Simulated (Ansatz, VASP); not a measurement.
BaTiO3: VASP beside Ansatz

```
Ba Ti O
1.0
     2.84005    1.63971    2.33143
    -2.84005    1.63971    2.33143
     0.00000   -3.27941    2.33143
Ba Ti O
1 1 3
Direct
  0.98849 0.98849 0.98849
  0.51625 0.51625 0.51625
  0.48975 0.48975 0.98016
  0.48975 0.98016 0.48975
  0.98016 0.48975 0.48975
```

Change from the starting cell: all Ba atoms moved +0.100 Å, as atom 1 towards its neighbour atom 2 (Ti) at 3.403 Å.

Alike in both runs: task single point; functional r2SCAN; k mesh 6 × 6 × 6; occupations gaussian, width 0.05 eV; no spin polarisation.

|  | VASP | Ansatz |
| --- | --- | --- |
| version | VASP 6.6.1 | Ansatz 0.2.0 |
| potentials or method | VASP PAW PBE potentials, release 64 (Ba_sv, Ti_sv, O), cutoff 520 eV | scalar-relativistic, plane waves, PAW |
| valence electrons in the cell | 40 | 40 |

VASP gave:

```
gap on the k mesh at the Fermi level (eV)                     : 2.83
least direct gap on the mesh (eV)                             : 3.29
pressure (GPa)                                                : 2.0
traceless stress, the component that is largest in VASP (GPa) : 0.14
rms of the force components (eV/Å)                            : 0.222
```

Question: Which values does Ansatz return?

Answer: gap on the k mesh at the Fermi level (eV): 2.86; least direct gap on the mesh (eV): 3.27; pressure (GPa): 0.0; traceless stress, the component that is largest in VASP (GPa): 0.24; rms of the force components (eV/Å): 0.189.

VASP's potentials were made for PBE, not for r2SCAN. Atom by atom the forces differ by 0.068 eV/Å (rms over components). With one functional, cell and mesh, what is left measures potentials, basis and numerics.

Spin-orbit coupling is off throughout.
